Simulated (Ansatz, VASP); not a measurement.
# SnSe2: VASP beside Ansatz

File POSCAR:

```
SnSe2
1.0
    1.9122916099      1.1040620758      6.3350941756
   -1.9122916099      1.1040620758      6.3350941756
    0.0000000000     -2.2081241515      6.3350941756
Sn Se
1 2
Direct
    0.0000000000      0.0000000000      0.0000000000
    0.2505568959      0.2505568959      0.2505568959
    0.7494431041      0.7494431041      0.7494431041
```

File INCAR.step1:

```
SYSTEM = SnSe2
PREC = Accurate ; ENCUT = 550
ISMEAR = 0 ; SIGMA = 0.01
LREAL = .False. ; LASPH = .True.
NELM = 120 ; NBANDS = 20
GGA = PE ; ALGO = Normal
EDIFF = 1E-5 ; LWAVE = .True.
LCHARG = .False. ; GGA_COMPAT = .False.
```

The input INCAR.step2:

```
SYSTEM = SnSe2
PREC = Accurate ; ENCUT = 550
EDIFF = 1E-6 ; ISMEAR = 0
SIGMA = 0.01 ; LREAL = .False.
LASPH = .True. ; NELM = 120
ALGO = Normal ; ISIF = 2
LWAVE = .False. ; LCHARG = .False.
METAGGA = R2SCAN ; LMIXTAU = .True.
NBANDS = 20 ; ISTART = 1
GGA_COMPAT = .False.
```

Contents of KPOINTS:

```
Automatic mesh
0
Gamma
  8 8 8
  0 0 0
```

Input for Ansatz:

```yaml
crystal:
  lattice:
    - [1.9122916099, 1.1040620758, 6.3350941756]
    - [-1.9122916099, 1.1040620758, 6.3350941756]
    - [0.0, -2.2081241515, 6.3350941756]
  atoms:
    - { symbol: Sn, position: [0.0, 0.0, 0.0] }
    - { symbol: Se, position: [0.2505568959, 0.2505568959, 0.2505568959] }
    - { symbol: Se, position: [0.7494431041, 0.7494431041, 0.7494431041] }
kpoints:
  mp_grid: { grid: [8, 8, 8] }
  band_path:
    path:
      - [0.0, 0.0, 0.0]
      - [0.5, 0.5, 0.5]
      - [0.8130849863, 0.1869150137, 0.5]
      - [0.5, -0.1869150137, 0.1869150137]
      - [0.5, 0.0, 0.0]
      - [0.3434575068, -0.3434575068, 0.0]
      - [0.6565424932, 0.0, 0.3434575068]
      - [0.5, 0.0, 0.5]
      - [0.0, 0.153646, -0.153646]
      - [0.0, 0.5, 0.5]
    npoints: 1
hamiltonian:
  xc: r2scan
scf:
  occupations: { method: fixed }
  n_extra_bands: 4
output:
  forces: true
  stress: true
  eigenvalues: true
```

Alike in both runs: task single point; functional r2SCAN; k mesh 8 × 8 × 8; no spin polarisation.

|  | VASP | Ansatz |
| --- | --- | --- |
| version | VASP 6.6.1 | Ansatz 0.2.0 |
| potentials or method | VASP PAW PBE potentials, release 64 (Sn_d, Se) | plane waves, PAW |
| plane-wave cutoff (eV) | 550 | 500 |
| occupations | gaussian, width 0.01 eV | fixed |
| valence electrons in the cell | 26 | 46 |

Ansatz gave:

- gap on the k mesh at the Fermi level (eV): 0.59
- pressure (GPa): 0.9
- rms of the force components (eV/Å): 0.013

Problem. What did VASP give for the same quantities?

Solution. gap on the k mesh at the Fermi level (eV): 0.59; pressure (GPa): 1.0; rms of the force components (eV/Å): 0.007.

VASP's potentials were made for PBE, not for r2SCAN. Atom by atom the forces differ by 0.006 eV/Å (rms over components). VASP's potentials hold 26 valence electrons a cell and Ansatz's 46, so a difference there can come from the potentials and not from the codes.
